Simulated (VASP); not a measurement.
# BP (F-43m) in VASP: a series of runs, part 2 of 2

VASP 6.6.1. Earlier steps stand in the parts before.

## Step 5: Relaxation of cell and atoms, LDA, target pressure 9 GPa, at which the enthalpy is minimised

Input file INCAR:

```
SYSTEM = BP
ALGO = Normal
EDIFF = 1E-6
EDIFFG = -0.001
ENCUT = 600
IBRION = 2
ISIF = 3
ISMEAR = 0
LASPH = .True.
LCHARG = .False.
LREAL = .False.
LWAVE = .False.
NELM = 100
NSW = 80
PREC = Accurate
PSTRESS = 90.0
SIGMA = 0.01
```

Input file KPOINTS:

```
k-points
0
Gamma
  10 10 10
  0 0 0
```

Input file POSCAR:

```
BP
1.0
    0.0000000000      2.2452319364      2.2452319364
    2.2452319364      0.0000000000      2.2452319364
    2.2452319364      2.2452319364      0.0000000000
B P
1 1
Direct
    0.0000000000      0.0000000000      0.0000000000
    0.7500000000      0.7500000000      0.7500000000
```

Potentials or basis: VASP PAW LDA potentials, release 64 (B, P).

Command:

```bash
$ cat potpaw_LDA.64/B/POTCAR potpaw_LDA.64/P/POTCAR > POTCAR
$ mpirun -np 1 vasp_std > vasp.out
```

OUTCAR:

```text
SYSTEM = BP
   EDIFF = 1E-6
   EDIFFG = -0.001
   ENCUT = 600
   IBRION = 2
   ISIF = 3
   ISMEAR = 0
   LASPH = .True.
   LREAL = .False.
   NELM = 100
   NSW = 80
   PREC = Accurate
   PSTRESS = 90.0

 ion  position               nearest neighbor table
   1  0.000  0.000  0.000-   2 1.94   2 1.94   2 1.94   2 1.94
   2  0.750  0.750  0.750-   1 1.94   1 1.94   1 1.94   1 1.94

  LATTYP: Found a face centered cubic cell.
 ALAT       =     4.4904638728

  Lattice vectors:

 A1 = (   0.0000000000,   2.2452319364,   2.2452319364)
 A2 = (   2.2452319364,   0.0000000000,   2.2452319364)
 A3 = (   2.2452319364,   2.2452319364,   0.0000000000)

Analysis of symmetry for initial positions (statically):
=====================================================================
 Subroutine PRICEL returns:
 Original cell was already a primitive cell.

 Routine SETGRP: Setting up the symmetry group for a
 face centered cubic supercell.

[... 365 lines left out ...]

  energy without entropy =      -14.37296377  energy(sigma->0) =      -14.37296377

 E-fermi :   8.5003     XC(G=0): -11.4175

 val. band max:        8.3744798603   @ k =   0.0000   0.0000   0.0000
 cond. band min:       9.4689018881   @ k =   0.4000   0.4000   0.0000
 fundamental gap:      1.0944220278
 Fermi energy:         8.5002986290

 k-point     1 :       0.0000    0.0000    0.0000
  band No.  band energies     occupation
      1      -7.7285      2.00000
      2       8.3745      2.00000
      3       8.3745      2.00000
      4       8.3745      2.00000
      5      11.8884      0.00000
      6      11.8884      0.00000
      7      11.8884      0.00000
      8      16.9788      0.00000
[... 243 lines left out ...]
 k-point    24 :       0.4000    0.3000    0.0000
  band No.  band energies     occupation
      1      -4.5844      2.00000
      2       2.1189      2.00000
      3       4.0366      2.00000
      4       4.6217      2.00000
      5      10.0843      0.00000
      6      11.8989      0.00000
      7      18.3020      0.00000
      8      18.3809      0.00000

 [... further k-points ...]
[... 5 lines left out ...]
  --------------------------------------------------------------------------------------
  -------------------------------------------------------------------------------------
  Total        1.2118502      1.2118502      1.2118502      0.0000000      0.0000000     -0.0000000
  in kB       89.9477544     89.9477544     89.9477544      0.0000000      0.0000000     -0.0000000
  external PRESSURE =      -0.0522456 kB  Pullay stress =      90.0000000 kB
[... 21 lines left out ...]
  energy  without entropy=      -14.3729637749  energy(sigma->0) =      -14.37296377

  enthalpy is  TOTEN    =       -13.1604096875 eV   P V=        1.2125540874

 reached required accuracy - stopping structural energy minimisation
```

It took 17 s on 1 thread of Intel Xeon Platinum 8488C (Sapphire Rapids), shared host; peak memory 0.14 GiB.

Results:

```yaml
Free_energy: -14.3730 eV
Relaxed_volume: 10.79 Å³/atom
Relaxed_cell: a = 3.125 Å, b = 3.125 Å, c = 3.125 Å, α = 60.00°, β = 60.00°, γ = 60.00°
Space_group_after_relaxing_to_0.05_Å: F-43m (No. 216)
Energy_change_on_relaxing_the_enthalpy_is_what_falls: +14.0 meV/atom
Ionic_steps: 6
Pressure_after_relaxing: 9.0 GPa
Band_gap_on_the_k_mesh: 1.09 eV, indirect (least direct gap 3.51 eV)
```

Step by step:
```
step  energy change (eV)  largest force (eV/Å)  pressure (GPa)  volume (Å³)
   1              0.0000                0.0000           -0.11        22.64
   2              0.1156                0.0000           19.66        20.59
   3              0.0276                0.0000            8.92        21.59
   4              0.0288                0.0000            9.11        21.57
   5              0.0276                0.0000            8.91        21.60
   6              0.0281                0.0000            8.99        21.59
```

Final structure:
```xyz
2
Lattice="0.0000 2.2099 2.2099 2.2099 0.0000 2.2099 2.2099 2.2099 0.0000" Properties=species:S:1:pos:R:3 pbc="T T T"
B     0.0000    0.0000    0.0000
P     3.3149    3.3149    3.3149
```

Levels at points of the mesh, in eV from the valence-band top:
```tsv
k point	band 1	band 2	band 3	band 4	band 5	band 6	band 7	band 8
(0.00, 0.00, 0.00)	-16.10	0.00	0.00	0.00	3.51	3.51	3.51	8.60
(0.50, 0.00, 0.00)	-12.46	-9.58	-1.84	-1.84	4.27	4.74	4.74	10.21
(0.50, 0.50, 0.00)	-10.85	-8.89	-4.39	-4.39	1.15	1.49	12.75	12.75
```

Caveat: the cell is relaxed towards a set pressure, so the enthalpy falls and the energy may rise.

## Step 6: Single point, LDA

This run uses another cell than the first one, of 11.52 Å³/atom, 1.018 times its volume.

Input file INCAR:

```
SYSTEM = BP
PREC = Accurate
ENCUT = 520
EDIFF = 1E-6
ISMEAR = 0
SIGMA = 0.01
LREAL = .False.
LASPH = .True.
NELM = 80
ALGO = Normal
ISIF = 2
LWAVE = .False.
LCHARG = .False.
GGA = CA
NBANDS = 11
```

Input file KPOINTS:

```
Automatic mesh
0
Gamma
  10 10 10
  0 0 0
```

Input file POSCAR:

```
BP
1.0
    0.0000000000      2.2584893883      2.2584893883
    2.2584893883      0.0000000000      2.2584893883
    2.2584893883      2.2584893883      0.0000000000
B P
1 1
Direct
    0.0000000000      0.0000000000      0.0000000000
    0.7500000000      0.7500000000      0.7500000000
```

Potentials or basis: VASP PAW LDA potentials, release 64 (B, P).

Command:

```bash
$ cat potpaw_LDA.64/B/POTCAR potpaw_LDA.64/P/POTCAR > POTCAR
$ mpirun -np 1 vasp_std > vasp.out
```

OUTCAR:

```text
SYSTEM = BP
   PREC = Accurate
   ENCUT = 520
   EDIFF = 1E-6
   ISMEAR = 0
   LREAL = .False.
   LASPH = .True.
   NELM = 80
   ISIF = 2
   GGA = CA

 ion  position               nearest neighbor table
   1  0.000  0.000  0.000-   2 1.96   2 1.96   2 1.96   2 1.96
   2  0.750  0.750  0.750-   1 1.96   1 1.96   1 1.96   1 1.96

  LATTYP: Found a face centered cubic cell.
 ALAT       =     4.5169787766

  Lattice vectors:

 A1 = (   0.0000000000,   2.2584893883,   2.2584893883)
 A2 = (   2.2584893883,   0.0000000000,   2.2584893883)
 A3 = (   2.2584893883,   2.2584893883,   0.0000000000)

Analysis of symmetry for initial positions (statically):
=====================================================================
 Subroutine PRICEL returns:
 Original cell was already a primitive cell.

 Routine SETGRP: Setting up the symmetry group for a
 face centered cubic supercell.

 Subroutine GETGRP returns: Found 24 space group operations
 (whereof 24 operations were pure point group operations)
 out of a pool of 48 trial point group operations.

The static configuration has the point symmetry T_d .

Analysis of symmetry for dynamics (positions and initial velocities):
=====================================================================
 Subroutine PRICEL returns:
 Original cell was already a primitive cell.

 Routine SETGRP: Setting up the symmetry group for a
 face centered cubic supercell.

 Subroutine GETGRP returns: Found 24 space group operations
 (whereof 24 operations were pure point group operations)
 out of a pool of 48 trial point group operations.

The dynamic configuration has the point symmetry T_d .

 Subroutine INISYM returns: Found 24 space group operations
 (whereof 24 operations are pure point group operations),
 and found     1 'primitive' translations

----------------------------------------------------------------------------------------

                                     Primitive cell

  volume of cell :      23.0401

  direct lattice vectors                    reciprocal lattice vectors
     0.000000000  2.258489388  2.258489388    -0.221386916  0.221386916  0.221386916
     2.258489388  0.000000000  2.258489388     0.221386916 -0.221386916  0.221386916
     2.258489388  2.258489388  0.000000000     0.221386916  0.221386916 -0.221386916

  length of vectors
     3.193986323  3.193986323  3.193986323     0.383453386  0.383453386  0.383453386

  position of ions in fractional coordinates (direct lattice)
     0.000000000  0.000000000  0.000000000
     0.750000000  0.750000000  0.750000000

  ion indices of the primitive-cell ions
   primitive index   ion index
                 1           1
                 2           2

----------------------------------------------------------------------------------------

 KPOINTS: Automatic mesh

Automatic generation of k-mesh.
 Grid dimensions read from file:
 generate k-points for:   10   10   10

 Generating k-lattice:

  Cartesian coordinates                     Fractional coordinates (reciprocal lattice)
    -0.022138692  0.022138692  0.022138692     0.100000000  0.000000000  0.000000000
     0.022138692 -0.022138692  0.022138692     0.000000000  0.100000000  0.000000000
     0.022138692  0.022138692 -0.022138692     0.000000000  0.000000000  0.100000000

  Length of vectors
     0.038345339  0.038345339  0.038345339

  Shift w.r.t. Gamma in fractional coordinates (k-lattice)
     0.000000000  0.000000000  0.000000000

 Subroutine IBZKPT returns following result:
 ===========================================

 Found     47 irreducible k-points:

 Following reciprocal coordinates:
            Coordinates               Weight
  0.000000  0.000000  0.000000      1.000000
  0.100000  0.000000  0.000000      8.000000
  0.200000  0.000000  0.000000      8.000000
  0.300000  0.000000  0.000000      8.000000
  0.400000  0.000000  0.000000      8.000000
  0.500000  0.000000  0.000000      4.000000
[... 16 lines left out ...]
  0.300000  0.300000  0.000000      6.000000
  0.400000  0.300000  0.000000     24.000000
 [... further k-points ...]
   k-points           NKPTS =     47   k-points in BZ     NKDIM =     47   number of bands    NBANDS=     11
   number of dos      NEDOS =    301   number of ions     NIONS =      2
   total plane-waves  NPLWV =  13824
   dimension x,y,z NGX =    24 NGY =   24 NGZ =   24
   dimension x,y,z NGXF=    48 NGYF=   48 NGZF=   48
   ions per type =               1   1
   NGX,Y,Z   is equivalent  to a cutoff of  12.49, 12.49, 12.49 a.u.
   NGXF,Y,Z  is equivalent  to a cutoff of  24.98, 24.98, 24.98 a.u.
 SYSTEM =  BP
   PREC   = accura    normal or accurate (medium, high low for compatibility)
   ISTART =      0    job   : 0-new  1-cont  2-samecut
   ICHARG =      2    charge: 1-file 2-atom 10-const
   ISPIN  =      1    spin polarized calculation?
   LNONCOLLINEAR =      F non collinear calculations
   LSORBIT =      F    spin-orbit coupling
   LASPH  =      T    aspherical Exc in radial PAW
   ENCUT  =  520.0 eV  38.22 Ry    6.18 a.u.   5.94  5.94  5.94*2*pi/ulx,y,z
   NELM   =     80;   NELMIN=  2; NELMDL= -5     # of ELM steps
   EDIFF  = 0.1E-05   stopping-criterion for ELM
   LREAL  =      F    real-space projection
   EDIFFG = 0.1E-04   stopping-criterion for IOM
   NSW    =      0    number of steps for IOM
   IBRION =     -1    ionic relax: 0-MD 1-quasi-New 2-CG
   NFREE  =      0    steps in history (QN), initial steepest desc. (CG)
   ISIF   =      2    stress and relaxation
   ISYM   =      2    0-nonsym 1-usesym 2-fastsym
   POTIM  = 0.5000    time-step for ionic-motion
   TEBEG  =    0.0;   TEEND  =   0.0 temperature during run
   PSTRESS=    0.0 pullay stress
   NELECT =       8.0000    total number of electrons
   NUPDOWN=      -1.0000    fix difference up-down
   EMIN   =  10.00;   EMAX   =-10.00  energy-range for DOS
   EFERMI =   0.00;   METHOD = LEGACY
   ISMEAR =     0;   SIGMA  =   0.01  broadening in eV -4-tet -1-fermi 0-gaus
   EFERMI_NEDOS =   21; number of points for ismear=-14 and -15
   IALGO  =     38    algorithm
   IMIX   =      4    mixing-type and parameters
     AMIX     =   0.40;   BMIX     =  1.00
     AMIX_MAG =   1.60;   BMIX_MAG =  1.00
  volume/ion in A,a.u.               =      11.52        77.74
  Fermi-wavevector in a.u.,A,eV,Ry     =   1.150651  2.174414 18.014068  1.323997
  Thomas-Fermi vector in A             =   2.287313
   LORBIT       =      0    0 simple, 1 ext, 2 COOP (PROOUT), +10 PAW based schemes
   GGA     = CA    functional components
   LHFCALC =     F    Hartree Fock is set to
   AEXX    =    0.0000 exact exchange contribution
   IVDW    =     0    specifies the selected vdW correction
   LEPSILON=     F    determine dielectric tensor
   LRPA    =     F    only Hartree local field effects (RPA)
 non-spin polarized calculation
 Gauss-broadening in eV      SIGMA  =   0.01
  energy-cutoff  :      520.00
  volume of cell :       23.04
 maximum number of plane-waves:       636
   NGX = 11   NGY = 11   NGZ = 11

 number of electron       8.0000001 magnetization

 Free energy of the ion-electron system (eV)
  ---------------------------------------------------
  ext. energy  EPLUGINS =         0.00000000
  ---------------------------------------------------
  free energy    TOTEN  =       -14.39549707 eV

  energy without entropy =      -14.39549707  energy(sigma->0) =      -14.39549707

 E-fermi :   7.6524     XC(G=0): -11.1455

 val. band max:        7.5729450563   @ k =   0.0000   0.0000   0.0000
 cond. band min:       8.7444536371   @ k =   0.4000   0.4000   0.0000
 fundamental gap:      1.1715085807
 Fermi energy:         7.6524112753

 k-point     1 :       0.0000    0.0000    0.0000
  band No.  band energies     occupation
      1      -7.9405      2.00000
      2       7.5729      2.00000
      3       7.5729      2.00000
      4       7.5729      2.00000
      5      10.9732      0.00000
      6      10.9732      0.00000
      7      10.9732      0.00000
      8      15.1549      0.00000
      9      18.9277      0.00000
     10      19.7954      0.00000
     11      19.7954      0.00000
[... 309 lines left out ...]
 k-point    24 :       0.4000    0.3000    0.0000
  band No.  band energies     occupation
      1      -4.9693      2.00000
      2       1.4554      2.00000
      3       3.4763      2.00000
      4       4.0224      2.00000
      5       9.3233      0.00000
      6      11.1116      0.00000
      7      17.0748      0.00000
      8      17.0811      0.00000
      9      21.5668      0.00000
     10      22.9332      0.00000
     11      24.6131      0.00000

 [... further k-points ...]
[... 5 lines left out ...]
  --------------------------------------------------------------------------------------
  -------------------------------------------------------------------------------------
  Total       -0.4463143     -0.4463143     -0.4463143     -0.0000000     -0.0000000     -0.0000000
  in kB      -31.0361028    -31.0361028    -31.0361028     -0.0000000     -0.0000000     -0.0000000
  external PRESSURE =     -31.0361028 kB  Pullay stress =       0.0000000 kB

 VOLUME and BASIS-vectors are now :
 -----------------------------------------------------------------------------
  energy-cutoff  :      520.00
  volume of cell :       23.04
      direct lattice vectors                 reciprocal lattice vectors
     0.000000000  2.258489388  2.258489388    -0.221386916  0.221386916  0.221386916
     2.258489388  0.000000000  2.258489388     0.221386916 -0.221386916  0.221386916
     2.258489388  2.258489388  0.000000000     0.221386916  0.221386916 -0.221386916

 POSITION                                       TOTAL-FORCE (eV/Angst)
 -----------------------------------------------------------------------------------
      0.00000      0.00000      0.00000        -0.000000     -0.000000     -0.000000
      3.38773      3.38773      3.38773         0.000000      0.000000      0.000000
 -----------------------------------------------------------------------------------
    total drift:                               -0.000000     -0.000000     -0.000000

  FREE ENERGIE OF THE ION-ELECTRON SYSTEM (eV)
  ---------------------------------------------------
  free  energy   TOTEN  =       -14.3954970664 eV

  energy  without entropy=      -14.3954970664  energy(sigma->0) =      -14.39549707
```

Wall time 21 s (1 thread of AMD EPYC 7R13, shared host); peak memory 0.1 GiB.

What came out:

```yaml
Free_energy: -14.3955 eV
Pressure: -3.1 GPa
Band_gap_on_the_k_mesh: 1.17 eV, indirect (least direct gap 3.40 eV)
```

## Step 7: Summary

```csv
task,cell,cutoff (eV),smearing,gap on the mesh (eV),pressure (GPa),relaxed volume (Å³/atom)
relaxation of cell and atoms,"relaxed from a = 3.175 Å, angles 60.0°, 2 atoms",600,gaussian 0.01 eV,1.15,0.0,11.31
relaxation of cell and atoms,"relaxed from a = 3.209 Å, angles 60.0°, 2 atoms",600,gaussian 0.02 eV,1.15,0.0,11.31
single point,"a = 3.126 Å, angles 60.0°, 2 atoms",520,gaussian 0.01 eV,1.09,8.9,-
relaxation of cell and atoms,"relaxed to 9 GPa from a = 3.175 Å, angles 60.0°, 2 atoms",600,gaussian 0.01 eV,1.09,9.0,-
single point,"a = 3.194 Å, angles 60.0°, 2 atoms",520,gaussian 0.01 eV,1.17,-3.1,-
```

Alike in all rows: level LDA; potentials or basis VASP PAW LDA potentials, release 64 (B, P); no spin polarisation; k mesh 10 × 10 × 10.

Caveats: the cell is relaxed towards a set pressure, so the enthalpy falls and the energy may rise (some runs).

Total energies depend on the potentials used, so only differences within one code and one set of settings carry meaning.
